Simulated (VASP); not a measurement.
# CaO (rock salt type) (Fm-3m) in VASP: a series of runs

CaO (rock salt type) is run at these levels: r2SCAN; tasks: single point.

Program: VASP 6.6.1. These are calculated values, not measurements. Logs are shortened: lines on timing, memory, paths and dates and some standing lists are left out, and cuts for length are marked.

### Step 1. The cell of the first run

The structure is cubic, space group Fm-3m (No. 225). Conventional cell: a = 4.749 Å, b = 4.749 Å, c = 4.749 Å, α = 90.00°, β = 90.00°, γ = 90.00°. Ca (site symmetry m-3m) has 6 O at 2.37 Å within 3.1 Å. O (site symmetry m-3m) has 6 Ca at 2.37 Å within 3.1 Å.

### Step 2. Single point, r2SCAN

The input, POSCAR:

```
CaO
1.0
    0.0000000000      2.3746279479      2.3746279479
    2.3746279479      0.0000000000      2.3746279479
    2.3746279479      2.3746279479      0.0000000000
Ca O
1 1
Direct
    0.0000000000      0.0000000000      0.0000000000
    0.5000000000      0.5000000000      0.5000000000
```

The input, INCAR.step1:

```
PREC = Accurate
ENCUT = 520
ISMEAR = -1
SIGMA = 0.1
LREAL = False
LASPH = True
NELM = 60
NBANDS = 15
GGA = PE
ALGO = Normal
EDIFF = 1E-4
LWAVE = True
LCHARG = False
```

The input, INCAR.step2:

```
PREC = Accurate
ENCUT = 520
EDIFF = 1E-6
ISMEAR = -1
SIGMA = 0.1
LREAL = False
LASPH = True
NELM = 60
ALGO = Normal
ISIF = 2
LWAVE = False
LCHARG = False
METAGGA = R2SCAN
LMIXTAU = True
NBANDS = 15
ISTART = 1
```

The input, KPOINTS:

```
regular mesh
0
Gamma
  12 12 12
```

Potentials or basis: VASP PAW PBE potentials, release 64 (Ca_sv, O).

Run with:

```
$ cat potpaw_PBE.64/Ca_sv/POTCAR potpaw_PBE.64/O/POTCAR > POTCAR
$ cp INCAR.step1 INCAR
$ mpirun -np 1 vasp_std > vasp.out
$ cp INCAR.step2 INCAR
$ mpirun -np 1 vasp_std > vasp.out
```

OUTCAR:

```text
PREC = Accurate
   ENCUT = 520
   EDIFF = 1E-6
   ISMEAR = -1
   LREAL = False
   LASPH = True
   NELM = 60
   ISIF = 2
   METAGGA = R2SCAN
   ISTART = 1

 ion  position               nearest neighbor table
   1  0.000  0.000  0.000-   2 2.37   2 2.37   2 2.37   2 2.37   2 2.37   2 2.37
   2  0.500  0.500  0.500-   1 2.37   1 2.37   1 2.37   1 2.37   1 2.37   1 2.37

  LATTYP: Found a face centered cubic cell.
 ALAT       =     4.7492558958

  Lattice vectors:

 A1 = (   0.0000000000,   2.3746279479,   2.3746279479)
 A2 = (   2.3746279479,   0.0000000000,   2.3746279479)
 A3 = (   2.3746279479,   2.3746279479,   0.0000000000)

Analysis of symmetry for initial positions (statically):
=====================================================================
 Subroutine PRICEL returns:
 Original cell was already a primitive cell.

 Routine SETGRP: Setting up the symmetry group for a
 face centered cubic supercell.

 Subroutine GETGRP returns: Found 48 space group operations
 (whereof 48 operations were pure point group operations)
 out of a pool of 48 trial point group operations.

The static configuration has the point symmetry O_h .

Analysis of symmetry for dynamics (positions and initial velocities):
=====================================================================
 Subroutine PRICEL returns:
 Original cell was already a primitive cell.

 Routine SETGRP: Setting up the symmetry group for a
 face centered cubic supercell.

 Subroutine GETGRP returns: Found 48 space group operations
 (whereof 48 operations were pure point group operations)
 out of a pool of 48 trial point group operations.

The dynamic configuration has the point symmetry O_h .

 Subroutine INISYM returns: Found 48 space group operations
 (whereof 48 operations are pure point group operations),
 and found     1 'primitive' translations

----------------------------------------------------------------------------------------

                                     Primitive cell

  volume of cell :      26.7804

  direct lattice vectors                    reciprocal lattice vectors
     0.000000000  2.374627948  2.374627948    -0.210559301  0.210559301  0.210559301
     2.374627948  0.000000000  2.374627948     0.210559301 -0.210559301  0.210559301
     2.374627948  2.374627948  0.000000000     0.210559301  0.210559301 -0.210559301

  length of vectors
     3.358231050  3.358231050  3.358231050     0.364699407  0.364699407  0.364699407

  position of ions in fractional coordinates (direct lattice)
     0.000000000  0.000000000  0.000000000
     0.500000000  0.500000000  0.500000000

  ion indices of the primitive-cell ions
   primitive index   ion index
                 1           1
                 2           2

----------------------------------------------------------------------------------------

 KPOINTS: regular mesh

Automatic generation of k-mesh.
 Grid dimensions read from file:
 generate k-points for:   12   12   12

 Generating k-lattice:

  Cartesian coordinates                     Fractional coordinates (reciprocal lattice)
    -0.017546608  0.017546608  0.017546608     0.083333333  0.000000000  0.000000000
     0.017546608 -0.017546608  0.017546608     0.000000000  0.083333333  0.000000000
     0.017546608  0.017546608 -0.017546608     0.000000000  0.000000000  0.083333333

  Length of vectors
     0.030391617  0.030391617  0.030391617

  Shift w.r.t. Gamma in fractional coordinates (k-lattice)
     0.000000000  0.000000000  0.000000000

 Subroutine IBZKPT returns following result:
 ===========================================

 Found     72 irreducible k-points:

 Following reciprocal coordinates:
            Coordinates               Weight
  0.000000  0.000000  0.000000      1.000000
  0.083333  0.000000  0.000000      8.000000
  0.166667  0.000000  0.000000      8.000000
  0.250000  0.000000  0.000000      8.000000
  0.333333  0.000000  0.000000      8.000000
  0.416667  0.000000  0.000000      8.000000
[... 16 lines left out ...]
  0.500000  0.166667  0.000000     24.000000
 -0.416667  0.166667  0.000000     24.000000
 [... further k-points ...]
   k-points           NKPTS =     72   k-points in BZ     NKDIM =     72   number of bands    NBANDS=     15
   number of dos      NEDOS =    301   number of ions     NIONS =      2
   total plane-waves  NPLWV =  21952
   dimension x,y,z NGX =    28 NGY =   28 NGZ =   28
   dimension x,y,z NGXF=    56 NGYF=   56 NGZF=   56
   ions per type =               1   1
   NGX,Y,Z   is equivalent  to a cutoff of  13.86, 13.86, 13.86 a.u.
   NGXF,Y,Z  is equivalent  to a cutoff of  27.72, 27.72, 27.72 a.u.
 SYSTEM =  unknown system
   PREC   = accura    normal or accurate (medium, high low for compatibility)
   ISTART =      1    job   : 0-new  1-cont  2-samecut
   ICHARG =      0    charge: 1-file 2-atom 10-const
   ISPIN  =      1    spin polarized calculation?
   LNONCOLLINEAR =      F non collinear calculations
   LSORBIT =      F    spin-orbit coupling
   LASPH  =      T    aspherical Exc in radial PAW
   ENCUT  =  520.0 eV  38.22 Ry    6.18 a.u.   6.24  6.24  6.24*2*pi/ulx,y,z
   NELM   =     60;   NELMIN=  2; NELMDL=  0     # of ELM steps
   EDIFF  = 0.1E-05   stopping-criterion for ELM
   LREAL  =      F    real-space projection
   EDIFFG = 0.1E-04   stopping-criterion for IOM
   NSW    =      0    number of steps for IOM
   IBRION =     -1    ionic relax: 0-MD 1-quasi-New 2-CG
   NFREE  =      0    steps in history (QN), initial steepest desc. (CG)
   ISIF   =      2    stress and relaxation
   ISYM   =      2    0-nonsym 1-usesym 2-fastsym
   POTIM  = 0.5000    time-step for ionic-motion
   TEBEG  =    0.0;   TEEND  =   0.0 temperature during run
   PSTRESS=    0.0 pullay stress
   NELECT =      16.0000    total number of electrons
   NUPDOWN=      -1.0000    fix difference up-down
   EMIN   =  10.00;   EMAX   =-10.00  energy-range for DOS
   EFERMI =   0.00;   METHOD = LEGACY
   ISMEAR =    -1;   SIGMA  =   0.10  broadening in eV -4-tet -1-fermi 0-gaus
   EFERMI_NEDOS =   21; number of points for ismear=-14 and -15
   IALGO  =     38    algorithm
   IMIX   =      4    mixing-type and parameters
     AMIX     =   0.40;   BMIX     =  1.00
     AMIX_MAG =   1.60;   BMIX_MAG =  1.00
  volume/ion in A,a.u.               =      13.39        90.36
  Fermi-wavevector in a.u.,A,eV,Ry     =   1.378825  2.605602 25.866842  1.901159
  Thomas-Fermi vector in A             =   2.503851
   LORBIT       =      0    0 simple, 1 ext, 2 COOP (PROOUT), +10 PAW based schemes
   METAGGA = R2SCAN    functional components
   LHFCALC =     F    Hartree Fock is set to
   AEXX    =    0.0000 exact exchange contribution
   IVDW    =     0    specifies the selected vdW correction
   LEPSILON=     F    determine dielectric tensor
   LRPA    =     F    only Hartree local field effects (RPA)
 non-spin polarized calculation
  energy-cutoff  :      520.00
  volume of cell :       26.78
 maximum number of plane-waves:       745
 NGX is ok and might be reduce to    28
   NGX = 13   NGY = 13   NGZ = 13

 number of electron      15.9999997 magnetization

 Free energy of the ion-electron system (eV)
  ---------------------------------------------------
  ext. energy  EPLUGINS =         0.00000000
  ---------------------------------------------------
  free energy    TOTEN  =       -19.43807343 eV

  energy without entropy =      -19.43807343  energy(sigma->0) =      -19.43807343

 E-fermi :   4.2786     XC(G=0): -11.2657

 val. band max:        2.2206060815   @ k =   0.0000   0.0000   0.0000
 cond. band min:       6.3970723287   @ k =   0.5000   0.5000   0.0000
 fundamental gap:      4.1764662472
 Fermi energy:         4.2785867008

 k-point     1 :       0.0000    0.0000    0.0000
  band No.  band energies     occupation
      1     -36.6857      2.00000
      2     -16.5502      2.00000
      3     -16.5502      2.00000
      4     -16.5502      2.00000
      5     -14.3226      2.00000
      6       2.2206      2.00000
      7       2.2206      2.00000
      8       2.2206      2.00000
      9       7.9589      0.00000
     10       9.1620      0.00000
     11       9.1620      0.00000
     12       9.1620      0.00000
     13      10.8212      0.00000
     14      10.8212      0.00000
     15      18.2310      0.00000

 k-point     2 :       0.0833    0.0000    0.0000
  band No.  band energies     occupation
      1     -36.6777      2.00000
      2     -16.6920      2.00000
      3     -16.5539      2.00000
      4     -16.5539      2.00000
      5     -14.1774      2.00000
      6       1.9687      2.00000
      7       2.1172      2.00000
      8       2.1172      2.00000
      9       8.2849      0.00000
     10       9.1337      0.00000
     11       9.2901      0.00000
     12       9.2901      0.00000
     13      11.0031      0.00000
     14      11.0031      0.00000
     15      18.5470      0.00000

 k-point     3 :       0.1667    0.0000    0.0000
  band No.  band energies     occupation
      1     -36.6561      2.00000
      2     -17.0157      2.00000
      3     -16.5641      2.00000
      4     -16.5641      2.00000
      5     -13.8441      2.00000
      6       1.3682      2.00000
      7       1.8518      2.00000
      8       1.8518      2.00000
      9       9.0165      0.00000
     10       9.2043      0.00000
     11       9.6538      0.00000
     12       9.6538      0.00000
     13      11.4960      0.00000
     14      11.4960      0.00000
     15      19.1979      0.00000

 k-point     4 :       0.2500    0.0000    0.0000
  band No.  band energies     occupation
      1     -36.6263      2.00000
      2     -17.3729      2.00000
      3     -16.5780      2.00000
      4     -16.5779      2.00000
      5     -13.4731      2.00000
      6       0.6764      2.00000
      7       1.5227      2.00000
      8       1.5227      2.00000
      9       9.2108      0.00000
     10      10.1394      0.00000
     11      10.1913      0.00000
     12      10.1913      0.00000
     13      12.1735      0.00000
     14      12.1735      0.00000
     15      19.3639      0.00000
[... 307 lines left out ...]
 k-point    22 :       0.4167    0.1667    0.0000
  band No.  band energies     occupation
      1     -36.5728      2.00000
      2     -17.6220      2.00000
      3     -16.6890      2.00000
      4     -16.6655      2.00000
      5     -13.2632      2.00000
      6       0.1451      2.00000
      7       1.1560      2.00000
      8       1.3866      2.00000
      9       8.5952      0.00000
     10      10.8396      0.00000
     11      11.6114      0.00000
     12      11.7690      0.00000
     13      12.6567      0.00000
     14      13.9669      0.00000
     15      18.6292      0.00000

 k-point    23 :       0.5000    0.1667    0.0000
  band No.  band energies     occupation
      1     -36.5574      2.00000
      2     -17.7415      2.00000
      3     -16.7281      2.00000
      4     -16.6563      2.00000
      5     -13.1377      2.00000
      6      -0.0181      2.00000
      7       1.0058      2.00000
      8       1.1654      2.00000
      9       9.2398      0.00000
     10      10.6891      0.00000
     11      11.7283      0.00000
     12      12.2964      0.00000
     13      13.2917      0.00000
     14      14.4576      0.00000
     15      17.8808      0.00000

 k-point    24 :      -0.4167    0.1667    0.0000
  band No.  band energies     occupation
      1     -36.5553      2.00000
      2     -17.7663      2.00000
      3     -16.7584      2.00000
      4     -16.6349      2.00000
      5     -13.0891      2.00000
      6      -0.0930      2.00000
      7       1.0367      2.00000
      8       1.0557      2.00000
      9       9.8995      0.00000
     10      10.2575      0.00000
     11      11.5082      0.00000
     12      12.2810      0.00000
     13      13.6421      0.00000
     14      14.6416      0.00000
     15      17.7369      0.00000

 [... further k-points ...]

------------------------ aborting loop because EDIFF is reached ----------------------------------------

  FORCE on cell =-STRESS in cart. coord.  units (eV):
  Direction    XX          YY          ZZ          XY          YZ          ZX
  --------------------------------------------------------------------------------------
  -------------------------------------------------------------------------------------
  Total        0.7963969      0.7963969      0.7963969      0.0000000     -0.0000000      0.0000000
  in kB       47.6456677     47.6456677     47.6456677      0.0000000     -0.0000000      0.0000000
  external PRESSURE =      47.6456677 kB  Pullay stress =       0.0000000 kB

 VOLUME and BASIS-vectors are now :
 -----------------------------------------------------------------------------
  energy-cutoff  :      520.00
  volume of cell :       26.78
      direct lattice vectors                 reciprocal lattice vectors
     0.000000000  2.374627948  2.374627948    -0.210559301  0.210559301  0.210559301
     2.374627948  0.000000000  2.374627948     0.210559301 -0.210559301  0.210559301
     2.374627948  2.374627948  0.000000000     0.210559301  0.210559301 -0.210559301

 POSITION                                       TOTAL-FORCE (eV/Angst)
 -----------------------------------------------------------------------------------
      0.00000      0.00000      0.00000         0.000000      0.000000      0.000000
      2.37463      2.37463      2.37463        -0.000000     -0.000000     -0.000000
 -----------------------------------------------------------------------------------
    total drift:                                0.000000      0.000000      0.000000

  FREE ENERGIE OF THE ION-ELECTRON SYSTEM (eV)
  ---------------------------------------------------
  free  energy   TOTEN  =       -19.4380734270 eV

  energy  without entropy=      -19.4380734268  energy(sigma->0) =      -19.43807343
```

Run time: 64 s. Hardware: 1 thread of AMD EPYC 9R45 (Zen 5), shared host; peak memory 0.15 GiB.

What came out:

| Item | Value |
| --- | --- |
| Free energy | -19.4381 eV |
| Pressure | 4.8 GPa |
| Band gap on the k mesh | 4.18 eV (least direct gap 4.54 eV) |

Levels at points of the mesh, in eV from the valence-band top:
| k point | band 4 | band 5 | band 6 | band 7 | band 8 | band 9 | band 10 | band 11 | band 12 | band 13 |
| --- | --- | --- | --- | --- | --- | --- | --- | --- | --- | --- |
| (0.00, 0.00, 0.00) | -18.77 | -16.54 | 0.00 | 0.00 | 0.00 | 5.74 | 6.94 | 6.94 | 6.94 | 8.60 |
| (0.50, 0.00, 0.00) | -18.83 | -15.09 | -2.69 | -1.27 | -1.27 | 7.87 | 9.25 | 9.25 | 9.51 | 11.50 |
| (0.50, 0.50, 0.00) | -19.03 | -16.33 | -1.27 | -0.36 | -0.36 | 4.18 | 9.04 | 9.84 | 10.48 | 10.48 |

Caveat: the cell stands under pressure; the PAW data sets were made with another functional, which shifts forces and pressure a little. A k mesh can miss the band edges.

[end of part 1 of 2]
